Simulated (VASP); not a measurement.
# Ta4C3 (Cm) in VASP: single point with PBEsol

Aim: the single point of Ta4C3 with PBEsol.

Program: VASP 6.6.1. These are calculated values, not measurements. Logs are shortened: lines on timing, memory, paths and dates and some standing lists are left out, and cuts for length are marked.

## 1. The cell of the first run

It takes space group Cm (No. 8, monoclinic). Conventional cell: a = 5.375 Å, b = 3.103 Å, c = 10.204 Å, α = 90.00°, β = 95.04°, γ = 90.00°. Ta (site symmetry m) has 6 C at 2.24 to 2.25 Å and 10 Ta at 2.66 to 3.22 Å within 3.3 Å. Within 2.0 Å of Ta (site symmetry m) lie 1 C at 1.47 Å. Ta (site symmetry m) has 3 C at 2.17 Å within 2.9 Å. Ta (site symmetry m) has 6 C at 2.19 to 2.22 Å within 2.9 Å. Within 2.9 Å of C (site symmetry m) lie 6 Ta at 2.17 to 2.19 Å. C (site symmetry m) has 1 Ta at 1.47 Å within 2.0 Å. Within 2.9 Å of C (site symmetry m) lie 6 Ta at 2.22 to 2.25 Å and 1 C at 2.70 Å.

## 2. Single point, PBEsol (the part above a cut slid along it)

INCAR

```
ALGO = Normal
EDIFF = 1E-7
ENCUT = 520
GGA = PS
ISIF = 2
ISMEAR = 0
LASPH = True
LCHARG = False
LREAL = False
LWAVE = False
NBANDS = 37
NELM = 60
PREC = Accurate
SIGMA = 0.15
```

KPOINTS

```
k-points
0
Gamma
  14 14 4
```

POSCAR

```
Ta4C3
1.0
   -3.1032734600      0.0000000000      0.0000000000
   -1.5516367300     -2.6875136512      0.0000000000
    0.0000000000      0.8958378838     10.1645109710
Ta C
4 3
Direct
    0.2786888969      0.3733722062      0.1893666186
    0.1531442001      0.6244615999      0.9426347996
   -0.1394340478      0.2096180957      0.6981042871
    0.5681762805      0.7943974389      0.4524423167
    0.2140782473      0.5025935055      0.5770305165
    0.9673664625      0.9960170751      0.0573012252
   -0.0768950444      0.0845400888      0.3228702664
```

Potentials or basis: VASP PAW PBE potentials, release 64 (Ta_pv, C).

Started as:

```
> cat potpaw_PBE.64/Ta_pv/POTCAR potpaw_PBE.64/C/POTCAR > POTCAR
> mpirun -np 1 vasp_std > vasp.out
```

OUTCAR:

```text
EDIFF = 1E-7
   ENCUT = 520
   GGA = PS
   ISIF = 2
   ISMEAR = 0
   LASPH = True
   LREAL = False
   NELM = 60
   PREC = Accurate

 ion  position               nearest neighbor table
   1  0.279  0.373  0.189-   6 2.24   6 2.24   6 2.24   7 2.25   7 2.25   7 2.25   2 2.66   4 3.22
                             4 3.22   4 3.22   2 3.45   2 3.45
   2  0.153  0.624  0.943-   6 1.47   6 2.64   6 2.64   1 2.66   3 3.06   3 3.06   3 3.06   1 3.45
                             1 3.45
   3  0.861  0.210  0.698-   5 2.17   5 2.17   5 2.17   2 3.06   2 3.06   2 3.06   4 3.07   4 3.07
                             4 3.07
   4  0.568  0.794  0.452-   5 2.19   5 2.19   5 2.19   7 2.22   7 2.22   7 2.22   3 3.07   3 3.07
                             3 3.07   1 3.22   1 3.22   1 3.22
   5  0.214  0.503  0.577-   3 2.17   3 2.17   3 2.17   4 2.19   4 2.19   4 2.19
   6  0.967  0.996  0.057-   2 1.47   1 2.24   1 2.24   1 2.24   2 2.64   2 2.64
   7  0.923  0.085  0.323-   4 2.22   4 2.22   4 2.22   1 2.25   1 2.25   1 2.25

  LATTYP: Found a base centered monoclinic cell.
 ALAT       =     5.3750273024
 B/A-ratio  =     0.5773502692
 C/A-ratio  =     1.8983924865
 COS(beta)  =    -0.0877935769

  Lattice vectors:

 A1 = (  -1.5516367300,  -2.6875136512,   0.0000000000)
 A2 = (   1.5516367300,  -2.6875136512,   0.0000000000)
 A3 = (   0.0000000000,   0.8958378838,  10.1645109710)

Analysis of symmetry for initial positions (statically):
=====================================================================
 Subroutine PRICEL returns:
 Original cell was already a primitive cell.

 Routine SETGRP: Setting up the symmetry group for a
 base centered monoclinic supercell.

 Subroutine GETGRP returns: Found  2 space group operations
 (whereof  1 operations were pure point group operations)
 out of a pool of  4 trial point group operations.

The static configuration has the point symmetry C_1 .
 The point group associated with its full space group is C_1h.

Analysis of symmetry for dynamics (positions and initial velocities):
=====================================================================
 Subroutine PRICEL returns:
 Original cell was already a primitive cell.

 Routine SETGRP: Setting up the symmetry group for a
 base centered monoclinic supercell.

 Subroutine GETGRP returns: Found  2 space group operations
 (whereof  1 operations were pure point group operations)
 out of a pool of  4 trial point group operations.

The dynamic configuration has the point symmetry C_1 .
 The point group associated with its full space group is C_1h.

 Subroutine INISYM returns: Found  2 space group operations
 (whereof  1 operations are pure point group operations),
 and found     1 'primitive' translations

----------------------------------------------------------------------------------------

                                     Primitive cell

  volume of cell :      84.7729

  direct lattice vectors                    reciprocal lattice vectors
    -3.103273460  0.000000000  0.000000000    -0.322240374  0.186045567 -0.016396919
    -1.551636730 -2.687513651  0.000000000     0.000000000 -0.372091133  0.032793839
     0.000000000  0.895837884 10.164510971     0.000000000  0.000000000  0.098381516

  length of vectors
     3.103273460  3.103273460 10.203911446     0.372452239  0.373533462  0.098381516

  position of ions in fractional coordinates (direct lattice)
     0.278688897  0.373372206  0.189366619
     0.153144200  0.624461600  0.942634800
     0.860565952  0.209618096  0.698104287
     0.568176280  0.794397439  0.452442317
     0.214078247  0.502593506  0.577030517
     0.967366463  0.996017075  0.057301225
     0.923104956  0.084540089  0.322870266

  ion indices of the primitive-cell ions
   primitive index   ion index
                 1           1
                 2           2
                 3           3
                 4           4
                 5           5
                 6           6
                 7           7

----------------------------------------------------------------------------------------

 KPOINTS: k-points

Automatic generation of k-mesh.
 Grid dimensions read from file:
 generate k-points for:   14   14    4

 Generating k-lattice:

  Cartesian coordinates                     Fractional coordinates (reciprocal lattice)
    -0.023017170  0.013288969 -0.001171209     0.071428571  0.000000000  0.000000000
     0.000000000 -0.026577938  0.002342417     0.000000000  0.071428571 -0.000000000
     0.000000000  0.000000000  0.024595379     0.000000000  0.000000000  0.250000000

  Length of vectors
     0.026603731  0.026680962  0.024595379

  Shift w.r.t. Gamma in fractional coordinates (k-lattice)
     0.000000000  0.000000000  0.000000000

 Subroutine IBZKPT returns following result:
 ===========================================

 Found    219 irreducible k-points:

 Following reciprocal coordinates:
            Coordinates               Weight
  0.000000  0.000000  0.000000      1.000000
  0.071429 -0.000000  0.000000      4.000000
  0.142857 -0.000000  0.000000      4.000000
  0.214286 -0.000000 -0.000000      4.000000
  0.285714 -0.000000 -0.000000      4.000000
  0.357143 -0.000000  0.000000      4.000000
[... 16 lines left out ...]
  0.285714  0.142857 -0.000000      2.000000
  0.357143  0.142857 -0.000000      4.000000
 [... further k-points ...]
   k-points           NKPTS =    219   k-points in BZ     NKDIM =    219   number of bands    NBANDS=     37
   number of dos      NEDOS =    301   number of ions     NIONS =      7
   total plane-waves  NPLWV =  46080
   dimension x,y,z NGX =    24 NGY =   24 NGZ =   80
   dimension x,y,z NGXF=    48 NGYF=   48 NGZF=  160
   ions per type =               4   3
   NGX,Y,Z   is equivalent  to a cutoff of  12.86, 12.86, 13.03 a.u.
   NGXF,Y,Z  is equivalent  to a cutoff of  25.71, 25.71, 26.07 a.u.
 SYSTEM =  unknown system
   PREC   = accura    normal or accurate (medium, high low for compatibility)
   ISTART =      0    job   : 0-new  1-cont  2-samecut
   ICHARG =      2    charge: 1-file 2-atom 10-const
   ISPIN  =      1    spin polarized calculation?
   LNONCOLLINEAR =      F non collinear calculations
   LSORBIT =      F    spin-orbit coupling
   LASPH  =      T    aspherical Exc in radial PAW
   ENCUT  =  520.0 eV  38.22 Ry    6.18 a.u.   5.77  5.77 18.97*2*pi/ulx,y,z
   NELM   =     60;   NELMIN=  2; NELMDL= -5     # of ELM steps
   EDIFF  = 0.1E-06   stopping-criterion for ELM
   LREAL  =      F    real-space projection
   EDIFFG = 0.1E-05   stopping-criterion for IOM
   NSW    =      0    number of steps for IOM
   IBRION =     -1    ionic relax: 0-MD 1-quasi-New 2-CG
   NFREE  =      0    steps in history (QN), initial steepest desc. (CG)
   ISIF   =      2    stress and relaxation
   ISYM   =      2    0-nonsym 1-usesym 2-fastsym
   POTIM  = 0.5000    time-step for ionic-motion
   TEBEG  =    0.0;   TEEND  =   0.0 temperature during run
   PSTRESS=    0.0 pullay stress
   NELECT =      56.0000    total number of electrons
   NUPDOWN=      -1.0000    fix difference up-down
   EMIN   =  10.00;   EMAX   =-10.00  energy-range for DOS
   EFERMI =   0.00;   METHOD = LEGACY
   ISMEAR =     0;   SIGMA  =   0.15  broadening in eV -4-tet -1-fermi 0-gaus
   EFERMI_NEDOS =   21; number of points for ismear=-14 and -15
   IALGO  =     38    algorithm
   IMIX   =      4    mixing-type and parameters
     AMIX     =   0.40;   BMIX     =  1.00
     AMIX_MAG =   1.60;   BMIX_MAG =  1.00
  volume/ion in A,a.u.               =      12.11        81.73
  Fermi-wavevector in a.u.,A,eV,Ry     =   1.425778  2.694329 27.658489  2.032842
  Thomas-Fermi vector in A             =   2.546125
   LORBIT       =      0    0 simple, 1 ext, 2 COOP (PROOUT), +10 PAW based schemes
   GGA     = PS    functional components
   LHFCALC =     F    Hartree Fock is set to
   AEXX    =    0.0000 exact exchange contribution
   IVDW    =     0    specifies the selected vdW correction
   LEPSILON=     F    determine dielectric tensor
   LRPA    =     F    only Hartree local field effects (RPA)
 non-spin polarized calculation
 Gauss-broadening in eV      SIGMA  =   0.15
  energy-cutoff  :      520.00
  volume of cell :       84.77
 maximum number of plane-waves:      2302
   NGX = 11   NGY = 11   NGZ = 37

 number of electron      56.0000001 magnetization

 Free energy of the ion-electron system (eV)
  ---------------------------------------------------
  ext. energy  EPLUGINS =         0.00000000
  ---------------------------------------------------
  free energy    TOTEN  =       -75.03266438 eV

  energy without entropy =      -75.00407394  energy(sigma->0) =      -75.01836916

 E-fermi :   7.2342     XC(G=0): -13.0732

 val. band max:        7.2341843215   @ k =  -0.1429  -0.2857   0.2500
 cond. band min:       7.2420621302   @ k =  -0.0714   0.1429  -0.0000
 fundamental gap:      0.0078778086
 Fermi energy:         7.2342262039

 k-point     1 :       0.0000    0.0000    0.0000
  band No.  band energies     occupation
      1     -28.3148      2.00000
      2     -27.9443      2.00000
      3     -27.4994      2.00000
      4     -27.4929      2.00000
      5     -27.4911      2.00000
      6     -27.1719      2.00000
[... 29 lines left out ...]
     36       9.7976      0.00000
     37      10.1866      0.00000

 k-point     2 :       0.0714   -0.0000    0.0000
  band No.  band energies     occupation
      1     -28.3095      2.00000
      2     -27.9395      2.00000
      3     -27.5409      2.00000
      4     -27.4992      2.00000
      5     -27.4848      2.00000
      6     -27.1876      2.00000
[... 29 lines left out ...]
     36       9.8710      0.00000
     37      10.2321      0.00000

 k-point     3 :       0.1429   -0.0000    0.0000
  band No.  band energies     occupation
      1     -28.2955      2.00000
      2     -27.9253      2.00000
      3     -27.6359      2.00000
      4     -27.5207      2.00000
      5     -27.4838      2.00000
      6     -27.2592      2.00000
[... 29 lines left out ...]
     36      10.0656      0.00000
     37      10.4520      0.00000
[... 761 lines left out ...]
 k-point    23 :       0.2857    0.1429   -0.0000
  band No.  band energies     occupation
      1     -28.2632      2.00000
      2     -27.8905      2.00000
      3     -27.8166      2.00000
      4     -27.5884      2.00000
      5     -27.4739      2.00000
      6     -27.4128      2.00000
[... 29 lines left out ...]
     36      10.7811      0.00000
     37      10.9821      0.00000

 k-point    24 :       0.3571    0.1429   -0.0000
  band No.  band energies     occupation
      1     -28.2508      2.00000
      2     -27.9273      2.00000
      3     -27.8648      2.00000
      4     -27.6396      2.00000
      5     -27.5163      2.00000
      6     -27.4771      2.00000
[... 29 lines left out ...]
     36      11.1813      0.00000
     37      11.3235      0.00000

 [... further k-points ...]
[... 5 lines left out ...]
  --------------------------------------------------------------------------------------
  -------------------------------------------------------------------------------------
  Total        0.1349286     18.7282703     36.4483415      0.0000000    -22.1648200      0.0000000
  in kB        2.5501010    353.9574322    688.8602720      0.0000000   -418.9069603      0.0000000
  external PRESSURE =     348.4559351 kB  Pullay stress =       0.0000000 kB

 VOLUME and BASIS-vectors are now :
 -----------------------------------------------------------------------------
  energy-cutoff  :      520.00
  volume of cell :       84.77
      direct lattice vectors                 reciprocal lattice vectors
    -3.103273460  0.000000000  0.000000000    -0.322240374  0.186045567 -0.016396919
    -1.551636730 -2.687513651  0.000000000     0.000000000 -0.372091133  0.032793839
     0.000000000  0.895837884 10.164510971     0.000000000  0.000000000  0.098381516

 POSITION                                       TOTAL-FORCE (eV/Angst)
 -----------------------------------------------------------------------------------
     -1.44419     -0.83380      1.92482         0.000000      0.751033      3.561435
     -1.44419     -0.83380      9.58142        -0.000000     20.715314    -29.193399
     -2.99582      0.06204      7.09589         0.000000     -0.053344     -0.006010
     -2.99582     -1.72964      4.59885         0.000000     -0.038138     -0.377357
     -1.44419     -0.83380      5.86523         0.000000      0.085947      0.300584
     -4.54746     -2.62548      0.58244         0.000000    -21.726440     25.994223
     -2.99582      0.06204      3.28182         0.000000      0.265627     -0.279477
 -----------------------------------------------------------------------------------
    total drift:                               -0.000021     -0.000030      0.000169

  FREE ENERGIE OF THE ION-ELECTRON SYSTEM (eV)
  ---------------------------------------------------
  free  energy   TOTEN  =       -75.0326643754 eV

  energy  without entropy=      -75.0040739383  energy(sigma->0) =      -75.01836916
```

It took 4.7 min on 1 thread of Intel Xeon 6975P-C (Granite Rapids), shared host; peak memory 0.59 GiB.

What came out:

```
Free energy            : -75.0327 eV
Pressure               : 34.8 GPa
Largest force          : 35.796 eV/Å
Band gap on the k mesh : zero (bands 28 and 29 overlap by 0.55 eV)
```

Forces on the atoms (eV/Å):
```
Ta    0.000   0.751   3.561
Ta    0.000  20.715 -29.193
Ta    0.000  -0.053  -0.006
Ta    0.000  -0.038  -0.377
C     0.000   0.086   0.301
C     0.000 -21.726  25.994
C     0.000   0.266  -0.279
```

Caveat: the cell differs from its parent crystal (the part above a cut slid along it); atoms lie so close that the PAW spheres overlap strongly, which falsifies energies and pressures; the stress differs along the axes, from 0 to 69 GPa; the PAW data sets were made with another functional, which shifts forces and pressure a little; spin-orbit coupling is left out, which moves the levels of the heavy elements.
